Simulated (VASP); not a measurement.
A run of VASP 6.6.1:

File INCAR:

```
PREC = Accurate
ENCUT = 520
EDIFF = 1E-6
ISMEAR = 0
SIGMA = 0.02
LREAL = F
LASPH = T
NELM = 80
ALGO = Normal
ISIF = 2
LWAVE = F
LCHARG = F
GGA = PS
NBANDS = 49
```

KPOINTS

```
Automatic mesh
0
Gamma
  4 4 4
```

The input POSCAR:

```
Cs2AgSbBr6
1.0
    0.0000000000      5.3695267149      5.3695267149
    5.3695267149      0.0000000000      5.3695267149
    5.3695267149      5.3695267149      0.0000000000
Cs Ag Sb Br
2 1 1 6
Direct
    0.7500000000      0.7500000000      0.7500000000
    0.2500000000      0.2500000000      0.2500000000
    0.5000000000      0.5000000000      0.5000000000
    0.0000000000      0.0000000000      0.0000000000
    0.7467830721      0.2532169279      0.2532169279
    0.2532169279      0.2532169279      0.7467830721
    0.2532169279      0.7467830721      0.7467830721
    0.2532169279      0.7467830721      0.2532169279
    0.7467830721      0.2532169279      0.7467830721
    0.7467830721      0.7467830721      0.2532169279
```

Potentials or basis: VASP PAW PBE potentials, release 64 (Cs_sv, Ag, Sb, Br).

Command:

```console
$ cat potpaw_PBE.64/Cs_sv/POTCAR potpaw_PBE.64/Ag/POTCAR potpaw_PBE.64/Sb/POTCAR potpaw_PBE.64/Br/POTCAR > POTCAR
$ mpirun -np 1 vasp_std > vasp.out
```

Hardware: 1 thread of AMD EPYC 7R13, on a shared host.

Q: Estimate the wall time of this run.

A: Run time: 4.9 min on 1 thread of AMD EPYC 7R13 (shared host), peak memory 0.48 GiB. Counts: scf iterations 14, k points 8.
